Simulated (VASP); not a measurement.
# GePt (F-43m) in VASP: further runs

Runs on GePt. Level: PBE. Tasks: single point.

Program: VASP 6.6.1. These are calculated values, not measurements. Logs are shortened: lines on timing, memory, paths and dates and some standing lists are left out, and cuts for length are marked.

**1. The cell of the first run**

It takes space group F-43m (No. 216, cubic). The conventional cell has a = 5.636 Å, b = 5.636 Å, c = 5.636 Å, α = 90.00°, β = 90.00°, γ = 90.00°. Ge (site symmetry -43m) has 4 Pt at 2.44 Å within 3.2 Å. Pt (site symmetry -43m) has 4 Ge at 2.44 Å within 3.2 Å.

**2. Single point, PBE**

Input file INCAR:

```
SYSTEM = GePt
PREC = Accurate
ENCUT = 500
EDIFF = 1E-6
ISMEAR = 0
SIGMA = 0.2
LREAL = .False.
LASPH = .True.
NELM = 120
ALGO = Normal
ISIF = 2
LWAVE = .False.
LCHARG = .False.
GGA = PE
NBANDS = 19
GGA_COMPAT = .False.
```

Input file KPOINTS:

```
regular mesh
0
Gamma
  6 6 6
  0 0 0
```

Input file POSCAR:

```
GePt
1.0
    0.0000000000      2.8180626465      2.8180626465
    2.8180626465      0.0000000000      2.8180626465
    2.8180626465      2.8180626465      0.0000000000
Ge Pt
1 1
Direct
    0.7500000000      0.7500000000      0.7500000000
    0.0000000000      0.0000000000      0.0000000000
```

Potentials or basis: VASP PAW PBE potentials, release 64 (Ge_d, Pt).

Started as:

```bash
$ cat potpaw_PBE.64/Ge_d/POTCAR potpaw_PBE.64/Pt/POTCAR > POTCAR
$ mpirun -np 1 vasp_std > vasp.out
```

OUTCAR:

```text
SYSTEM = GePt
   PREC = Accurate
   ENCUT = 500
   EDIFF = 1E-6
   ISMEAR = 0
   LREAL = .False.
   LASPH = .True.
   NELM = 120
   ISIF = 2
   GGA = PE

 ion  position               nearest neighbor table
   1  0.750  0.750  0.750-   2 2.44   2 2.44   2 2.44   2 2.44
   2  0.000  0.000  0.000-   1 2.44   1 2.44   1 2.44   1 2.44

  LATTYP: Found a face centered cubic cell.
 ALAT       =     5.6361252930

  Lattice vectors:

 A1 = (   0.0000000000,   2.8180626465,   2.8180626465)
 A2 = (   2.8180626465,   0.0000000000,   2.8180626465)
 A3 = (   2.8180626465,   2.8180626465,   0.0000000000)

Analysis of symmetry for initial positions (statically):
=====================================================================
 Subroutine PRICEL returns:
 Original cell was already a primitive cell.

 Routine SETGRP: Setting up the symmetry group for a
 face centered cubic supercell.

 Subroutine GETGRP returns: Found 24 space group operations
 (whereof 24 operations were pure point group operations)
 out of a pool of 48 trial point group operations.

The static configuration has the point symmetry T_d .

Analysis of symmetry for dynamics (positions and initial velocities):
=====================================================================
 Subroutine PRICEL returns:
 Original cell was already a primitive cell.

 Routine SETGRP: Setting up the symmetry group for a
 face centered cubic supercell.

 Subroutine GETGRP returns: Found 24 space group operations
 (whereof 24 operations were pure point group operations)
 out of a pool of 48 trial point group operations.

The dynamic configuration has the point symmetry T_d .

 Subroutine INISYM returns: Found 24 space group operations
 (whereof 24 operations are pure point group operations),
 and found     1 'primitive' translations

----------------------------------------------------------------------------------------

                                     Primitive cell

  volume of cell :      44.7592

  direct lattice vectors                    reciprocal lattice vectors
     0.000000000  2.818062647  2.818062647    -0.177426858  0.177426858  0.177426858
     2.818062647  0.000000000  2.818062647     0.177426858 -0.177426858  0.177426858
     2.818062647  2.818062647  0.000000000     0.177426858  0.177426858 -0.177426858

  length of vectors
     3.985342414  3.985342414  3.985342414     0.307312332  0.307312332  0.307312332

  position of ions in fractional coordinates (direct lattice)
     0.750000000  0.750000000  0.750000000
     0.000000000  0.000000000  0.000000000

  ion indices of the primitive-cell ions
   primitive index   ion index
                 1           1
                 2           2

----------------------------------------------------------------------------------------

 KPOINTS: regular mesh

Automatic generation of k-mesh.
 Grid dimensions read from file:
 generate k-points for:    6    6    6

 Generating k-lattice:

  Cartesian coordinates                     Fractional coordinates (reciprocal lattice)
    -0.029571143  0.029571143  0.029571143     0.166666667  0.000000000  0.000000000
     0.029571143 -0.029571143  0.029571143     0.000000000  0.166666667  0.000000000
     0.029571143  0.029571143 -0.029571143     0.000000000  0.000000000  0.166666667

  Length of vectors
     0.051218722  0.051218722  0.051218722

  Shift w.r.t. Gamma in fractional coordinates (k-lattice)
     0.000000000  0.000000000  0.000000000

 Subroutine IBZKPT returns following result:
 ===========================================

 Found     16 irreducible k-points:

 Following reciprocal coordinates:
            Coordinates               Weight
  0.000000  0.000000  0.000000      1.000000
  0.166667  0.000000  0.000000      8.000000
  0.333333  0.000000  0.000000      8.000000
  0.500000  0.000000  0.000000      4.000000
  0.166667  0.166667  0.000000      6.000000
  0.333333  0.166667  0.000000     24.000000
[... 8 lines left out ...]
 -0.333333  0.333333  0.166667     24.000000
 -0.333333  0.500000  0.166667     12.000000
   k-points           NKPTS =     16   k-points in BZ     NKDIM =     16   number of bands    NBANDS=     19
   number of dos      NEDOS =    301   number of ions     NIONS =      2
   total plane-waves  NPLWV =  27000
   dimension x,y,z NGX =    30 NGY =   30 NGZ =   30
   dimension x,y,z NGXF=    60 NGYF=   60 NGZF=   60
   ions per type =               1   1
   NGX,Y,Z   is equivalent  to a cutoff of  12.51, 12.51, 12.51 a.u.
   NGXF,Y,Z  is equivalent  to a cutoff of  25.03, 25.03, 25.03 a.u.
 SYSTEM =  GePt
   PREC   = accura    normal or accurate (medium, high low for compatibility)
   ISTART =      0    job   : 0-new  1-cont  2-samecut
   ICHARG =      2    charge: 1-file 2-atom 10-const
   ISPIN  =      1    spin polarized calculation?
   LNONCOLLINEAR =      F non collinear calculations
   LSORBIT =      F    spin-orbit coupling
   LASPH  =      T    aspherical Exc in radial PAW
   ENCUT  =  500.0 eV  36.75 Ry    6.06 a.u.   7.27  7.27  7.27*2*pi/ulx,y,z
   NELM   =    120;   NELMIN=  2; NELMDL= -5     # of ELM steps
   EDIFF  = 0.1E-05   stopping-criterion for ELM
   LREAL  =      F    real-space projection
   EDIFFG = 0.1E-04   stopping-criterion for IOM
   NSW    =      0    number of steps for IOM
   IBRION =     -1    ionic relax: 0-MD 1-quasi-New 2-CG
   NFREE  =      0    steps in history (QN), initial steepest desc. (CG)
   ISIF   =      2    stress and relaxation
   ISYM   =      2    0-nonsym 1-usesym 2-fastsym
   POTIM  = 0.5000    time-step for ionic-motion
   TEBEG  =    0.0;   TEEND  =   0.0 temperature during run
   PSTRESS=    0.0 pullay stress
   NELECT =      24.0000    total number of electrons
   NUPDOWN=      -1.0000    fix difference up-down
   EMIN   =  10.00;   EMAX   =-10.00  energy-range for DOS
   EFERMI =   0.00;   METHOD = LEGACY
   ISMEAR =     0;   SIGMA  =   0.20  broadening in eV -4-tet -1-fermi 0-gaus
   EFERMI_NEDOS =   21; number of points for ismear=-14 and -15
   IALGO  =     38    algorithm
   IMIX   =      4    mixing-type and parameters
     AMIX     =   0.40;   BMIX     =  1.00
     AMIX_MAG =   1.60;   BMIX_MAG =  1.00
  volume/ion in A,a.u.               =      22.38       151.02
  Fermi-wavevector in a.u.,A,eV,Ry     =   1.329999  2.513333 24.067304  1.768897
  Thomas-Fermi vector in A             =   2.459119
   LORBIT       =      0    0 simple, 1 ext, 2 COOP (PROOUT), +10 PAW based schemes
   GGA     = PE    functional components
   LHFCALC =     F    Hartree Fock is set to
   AEXX    =    0.0000 exact exchange contribution
   IVDW    =     0    specifies the selected vdW correction
   LEPSILON=     F    determine dielectric tensor
   LRPA    =     F    only Hartree local field effects (RPA)
 non-spin polarized calculation
 Gauss-broadening in eV      SIGMA  =   0.20
  energy-cutoff  :      500.00
  volume of cell :       44.76
 maximum number of plane-waves:      1158
 NGX is ok and might be reduce to    30
   NGX = 15   NGY = 15   NGZ = 15

 number of electron      24.0000016 magnetization

 Free energy of the ion-electron system (eV)
  ---------------------------------------------------
  ext. energy  EPLUGINS =         0.00000000
  ---------------------------------------------------
  free energy    TOTEN  =       -10.98815021 eV

  energy without entropy =      -10.96384482  energy(sigma->0) =      -10.97599751

 E-fermi :   5.5174     XC(G=0): -10.4312

 val. band max:        5.2915577533   @ k =  -0.3333   0.3333   0.1667
 cond. band min:       5.5591657799   @ k =   0.3333   0.3333   0.0000
 fundamental gap:      0.2676080266
 Fermi energy:         5.5173611717

 k-point     1 :       0.0000    0.0000    0.0000
  band No.  band energies     occupation
      1     -19.1949      2.00000
      2     -19.1949      2.00000
      3     -19.1949      2.00000
      4     -19.1730      2.00000
      5     -19.1730      2.00000
      6      -5.3308      2.00000
[... 11 lines left out ...]
     18      12.8994      0.00000
     19      16.3080      0.00000

 k-point     2 :       0.1667    0.0000    0.0000
  band No.  band energies     occupation
      1     -19.1964      2.00000
      2     -19.1950      2.00000
      3     -19.1950      2.00000
      4     -19.1724      2.00000
      5     -19.1724      2.00000
      6      -5.0163      2.00000
[... 11 lines left out ...]
     18      13.6888      0.00000
     19      17.0926      0.00000

 k-point     3 :       0.3333    0.0000    0.0000
  band No.  band energies     occupation
      1     -19.1995      2.00000
      2     -19.1950      2.00000
      3     -19.1950      2.00000
      4     -19.1714      2.00000
      5     -19.1714      2.00000
      6      -4.2768      2.00000
[... 11 lines left out ...]
     18      14.7562      0.00000
     19      17.0572      0.00000

 k-point     4 :       0.5000    0.0000    0.0000
  band No.  band energies     occupation
      1     -19.2011      2.00000
      2     -19.1949      2.00000
      3     -19.1949      2.00000
      4     -19.1710      2.00000
      5     -19.1710      2.00000
      6      -3.8309      2.00000
[... 11 lines left out ...]
     18      15.1550      0.00000
     19      18.4676      0.00000

 k-point     5 :       0.1667    0.1667    0.0000
  band No.  band energies     occupation
      1     -19.1977      2.00000
      2     -19.1947      2.00000
      3     -19.1947      2.00000
      4     -19.1728      2.00000
      5     -19.1715      2.00000
      6      -4.9088      2.00000
[... 11 lines left out ...]
     18      14.7498      0.00000
     19      16.2202      0.00000

 k-point     6 :       0.3333    0.1667    0.0000
  band No.  band energies     occupation
      1     -19.1998      2.00000
      2     -19.1953      2.00000
      3     -19.1945      2.00000
      4     -19.1723      2.00000
      5     -19.1703      2.00000
      6      -4.2943      2.00000
[... 11 lines left out ...]
     18      15.5517      0.00000
     19      17.6616      0.00000

 k-point     7 :       0.5000    0.1667    0.0000
  band No.  band energies     occupation
      1     -19.2006      2.00000
      2     -19.1963      2.00000
      3     -19.1947      2.00000
      4     -19.1714      2.00000
      5     -19.1700      2.00000
      6      -3.7018      2.00000
[... 11 lines left out ...]
     18      16.1017      0.00000
     19      17.9104      0.00000

 k-point     8 :      -0.3333    0.1667    0.0000
  band No.  band energies     occupation
      1     -19.1997      2.00000
      2     -19.1962      2.00000
      3     -19.1952      2.00000
      4     -19.1710      2.00000
      5     -19.1707      2.00000
      6      -3.8569      2.00000
[... 11 lines left out ...]
     18      15.9877      0.00000
     19      18.2302      0.00000

 k-point     9 :      -0.1667    0.1667    0.0000
  band No.  band energies     occupation
      1     -19.1980      2.00000
      2     -19.1954      2.00000
      3     -19.1952      2.00000
      4     -19.1718      2.00000
      5     -19.1715      2.00000
      6      -4.5489      2.00000
[... 11 lines left out ...]
     18      14.2270      0.00000
     19      17.1080      0.00000

 k-point    10 :       0.3333    0.3333    0.0000
  band No.  band energies     occupation
      1     -19.2025      2.00000
      2     -19.1942      2.00000
      3     -19.1942      2.00000
      4     -19.1732      2.00000
      5     -19.1686      2.00000
      6      -3.8856      2.00000
[... 11 lines left out ...]
     18      17.4744      0.00000
     19      17.4744      0.00000

 k-point    11 :       0.5000    0.3333    0.0000
  band No.  band energies     occupation
      1     -19.2029      2.00000
      2     -19.1954      2.00000
      3     -19.1942      2.00000
      4     -19.1728      2.00000
      5     -19.1681      2.00000
      6      -3.4083      2.00000
[... 11 lines left out ...]
     18      17.3118      0.00000
     19      19.5756      0.00000

 k-point    12 :      -0.3333    0.3333    0.0000
  band No.  band energies     occupation
      1     -19.2002      2.00000
      2     -19.1979      2.00000
      3     -19.1948      2.00000
      4     -19.1716      2.00000
      5     -19.1691      2.00000
      6      -3.4032      2.00000
[... 11 lines left out ...]
     18      16.8012      0.00000
     19      17.4855      0.00000

 k-point    13 :       0.5000    0.5000    0.0000
  band No.  band energies     occupation
      1     -19.2047      2.00000
      2     -19.1940      2.00000
      3     -19.1940      2.00000
      4     -19.1737      2.00000
      5     -19.1672      2.00000
      6      -3.2367      2.00000
[... 11 lines left out ...]
     18      19.1358      0.00000
     19      20.2585      0.00000

 k-point    14 :       0.5000    0.3333    0.1667
  band No.  band energies     occupation
      1     -19.2007      2.00000
      2     -19.1962      2.00000
      3     -19.1948      2.00000
      4     -19.1719      2.00000
      5     -19.1694      2.00000
      6      -3.7228      2.00000
[... 11 lines left out ...]
     18      17.5581      0.00000
     19      17.9660      0.00000

 k-point    15 :      -0.3333    0.3333    0.1667
  band No.  band energies     occupation
      1     -19.1998      2.00000
      2     -19.1983      2.00000
      3     -19.1947      2.00000
      4     -19.1713      2.00000
      5     -19.1692      2.00000
      6      -3.4031      2.00000
[... 11 lines left out ...]
     18      16.6014      0.00000
     19      18.7927      0.00000

 k-point    16 :      -0.3333    0.5000    0.1667
  band No.  band energies     occupation
      1     -19.2021      2.00000
      2     -19.1967      2.00000
      3     -19.1945      2.00000
      4     -19.1722      2.00000
      5     -19.1682      2.00000
      6      -3.2438      2.00000
[... 11 lines left out ...]
     18      16.4127      0.00000
     19      20.9121      0.00000

------------------------ aborting loop because EDIFF is reached ----------------------------------------

  FORCE on cell =-STRESS in cart. coord.  units (eV):
  Direction    XX          YY          ZZ          XY          YZ          ZX
  --------------------------------------------------------------------------------------
  -------------------------------------------------------------------------------------
  Total       -0.1060111     -0.1060111     -0.1060111      0.0000000      0.0000000     -0.0000000
  in kB       -3.7947219     -3.7947219     -3.7947219      0.0000000      0.0000000     -0.0000000
  external PRESSURE =      -3.7947219 kB  Pullay stress =       0.0000000 kB

 VOLUME and BASIS-vectors are now :
 -----------------------------------------------------------------------------
  energy-cutoff  :      500.00
  volume of cell :       44.76
      direct lattice vectors                 reciprocal lattice vectors
     0.000000000  2.818062647  2.818062647    -0.177426858  0.177426858  0.177426858
     2.818062647  0.000000000  2.818062647     0.177426858 -0.177426858  0.177426858
     2.818062647  2.818062647  0.000000000     0.177426858  0.177426858 -0.177426858

 POSITION                                       TOTAL-FORCE (eV/Angst)
 -----------------------------------------------------------------------------------
      4.22709      4.22709      4.22709        -0.000000     -0.000000     -0.000000
      0.00000      0.00000      0.00000         0.000000      0.000000      0.000000
 -----------------------------------------------------------------------------------
    total drift:                                0.000002      0.000002      0.000001

  FREE ENERGIE OF THE ION-ELECTRON SYSTEM (eV)
  ---------------------------------------------------
  free  energy   TOTEN  =       -10.9881502066 eV

  energy  without entropy=      -10.9638448168  energy(sigma->0) =      -10.97599751
```

Run time: 11 s. Hardware: 1 thread of Intel Xeon 6975P-C, shared host; peak memory 0.17 GiB.

Results:

| Property | Result |
| --- | --- |
| Free energy | -10.9882 eV |
| Pressure | -0.4 GPa |
| Band gap on the k mesh | zero (band 12 reaches 9.68 eV, above the bottom of band 13 at 4.74 eV) |

Levels at points of the mesh, in eV from the Fermi level:
```
           k point  band 8  band 9  band 10  band 11  band 12  band 13  band 14  band 15  band 16  band 17
(0.00, 0.00, 0.00)   -4.65   -4.65    -3.08    -3.08     4.16     5.52     5.52     5.52     7.38     7.38
(0.50, 0.00, 0.00)   -4.34   -4.34    -2.91    -2.91    -2.48     2.93     2.93     4.98     8.93     8.93
(0.50, 0.50, 0.00)   -3.42   -3.42    -2.78    -2.76    -2.25     0.15     0.15     5.81     5.92    13.57
```

Caveat: spin-orbit coupling is left out, which moves the levels of the heavy elements.

**3. Single point, PBE**

This run uses another cell than the first one, of 22.18 Å³/atom, 0.991 times its volume.

Input file INCAR:

```
PREC = Accurate
ENCUT = 500
EDIFF = 1E-6
ISMEAR = 0
SIGMA = 0.2
LREAL = F
LASPH = T
NELM = 120
ALGO = Normal
ISIF = 2
LWAVE = F
LCHARG = F
GGA = PE
NBANDS = 19
GGA_COMPAT = F
```

Input file KPOINTS:

```
regular mesh
0
Gamma
  6 6 6
```

Input file POSCAR:

```
GePt
1.0
    0.0000000000      2.8097333346      2.8097333346
    2.8097333346      0.0000000000      2.8097333346
    2.8097333346      2.8097333346      0.0000000000
Ge Pt
1 1
Direct
    0.0000000000      0.0000000000      0.0000000000
    0.7500000000      0.7500000000      0.7500000000
```

Potentials or basis: VASP PAW PBE potentials, release 64 (Ge_d, Pt).

Started as:

```bash
$ cat potpaw_PBE.64/Ge_d/POTCAR potpaw_PBE.64/Pt/POTCAR > POTCAR
$ mpirun -np 1 vasp_std > vasp.out
```

Run time: 11 s. Hardware: 1 thread of Intel Xeon 6975P-C, shared host; peak memory 0.17 GiB.

It converged, with:

```
Free energy            : -10.9877 eV
Pressure               : 0.5 GPa
Band gap on the k mesh : zero (band 12 reaches 9.82 eV, above the bottom of band 13 at 4.83 eV)
```

Levels at points of the mesh, in eV from the Fermi level:
```csv
k point,band 9,band 10,band 11,band 12,band 13,band 14,band 15,band 16
"(0.00, 0.00, 0.00)",-4.70,-3.12,-3.12,4.21,5.57,5.57,5.57,7.41
"(0.50, 0.00, 0.00)",-4.39,-2.94,-2.94,-2.50,2.95,2.95,5.01,8.97
"(0.50, 0.50, 0.00)",-3.45,-2.81,-2.79,-2.27,0.14,0.14,5.85,5.95
```

Caveat: spin-orbit coupling is left out, which moves the levels of the heavy elements.

**4. Single point, PBE**

This run uses another cell than the first one, of 22.12 Å³/atom, 0.989 times its volume.

Input file INCAR:

```
SYSTEM = GePt
PREC = Accurate ; ENCUT = 500
EDIFF = 1E-6 ; ISMEAR = 0
SIGMA = 0.2 ; LREAL = .FALSE.
LASPH = .TRUE. ; NELM = 120
ALGO = Normal ; ISIF = 2
LWAVE = .FALSE. ; LCHARG = .TRUE.
GGA = PE ; LELF = .TRUE.
LVHAR = .TRUE. ; NBANDS = 19
GGA_COMPAT = .FALSE.
```

Input file KPOINTS:

```
Automatic mesh
0
G
  7 7 7
  0 0 0
```

Input file POSCAR:

```
GePt
1.0
    0.0000000000      2.8072450780      2.8072450780
    2.8072450780      0.0000000000      2.8072450780
    2.8072450780      2.8072450780      0.0000000000
Ge Pt
1 1
Direct
    0.0000000000      0.0000000000      0.0000000000
    0.2500000000      0.2500000000      0.2500000000
```

Started as:

```bash
$ cat potpaw_PBE.64/Ge_d/POTCAR potpaw_PBE.64/Pt/POTCAR > POTCAR
$ mpirun -np 1 vasp_std > vasp.out
```

It took 15 s on 1 thread of Intel Xeon 6975P-C, shared host; peak memory 0.18 GiB.

Results (log left out):

* Free energy: -11.0034 eV
* Pressure: 0.7 GPa
* Band gap on the k mesh: zero (band 12 reaches 9.87 eV, above the bottom of band 13 at 4.66 eV)

Levels at points of the mesh, in eV from the Fermi level:
```
           k point  band 9  band 10  band 11  band 12  band 13  band 14  band 15  band 16
(0.00, 0.00, 0.00)   -4.57    -2.99    -2.99     4.37     5.73     5.73     5.73     7.56
```

Caveat: spin-orbit coupling is left out, which moves the levels of the heavy elements.

**5. Summary**

| cell | k mesh | gap on the mesh (eV) | pressure (GPa) |
| --- | --- | --- | --- |
| a = 3.985 Å, angles 60.0°, 2 atoms | 6 × 6 × 6 | none | -0.4 |
| a = 3.974 Å, angles 60.0°, 2 atoms | 6 × 6 × 6 | none | 0.5 |
| a = 3.970 Å, angles 60.0°, 2 atoms | 7 × 7 × 7 | none | 0.7 |

Alike in all rows: task single point; level PBE; potentials or basis VASP PAW PBE potentials, release 64 (Ge_d, Pt); no spin polarisation; cutoff (eV) 500; smearing gaussian 0.2 eV.

Caveats: spin-orbit coupling is left out, which moves the levels of the heavy elements.

Absolute energies hang on the potentials; compare differences alone.
